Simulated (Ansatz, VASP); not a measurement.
Ga in VASP and in Ansatz

```
Ga
1.0
     4.28052    0.00000    0.00000
    -2.14026    3.70704    0.00000
     0.00000    0.00000    2.57596
Ga
2
Direct
  0.33333 0.66667 0.50000
  0.66667 0.33333 0.50000
```

Alike in both runs: task single point; functional PBE; k mesh 6 × 6 × 6; occupations gaussian, width 0.1 eV; no spin polarisation.

```csv
,VASP,Ansatz
version,VASP 6.6.1,Ansatz 0.2.0
potentials or method,"VASP PAW PBE potentials, release 64 (Ga_d), cutoff 520 eV","scalar-relativistic, plane waves, PAW"
valence electrons in the cell,26,26
```

Ansatz gave:

* gap on the k mesh at the Fermi level (eV): none
* pressure (GPa): 8.6
* traceless stress, the component that is largest in VASP (GPa): 2.86

Problem. What did VASP give for the same quantities?

Solution. gap on the k mesh at the Fermi level (eV): none; pressure (GPa): 8.7; traceless stress, the component that is largest in VASP (GPa): 2.86.

A gap of «none» marks a metal or a gap that the smearing closes. The functional is the same, so the differences come from potentials, cutoffs and numerics.

The k mesh is coarse, so the values compare programs but aren't converged.
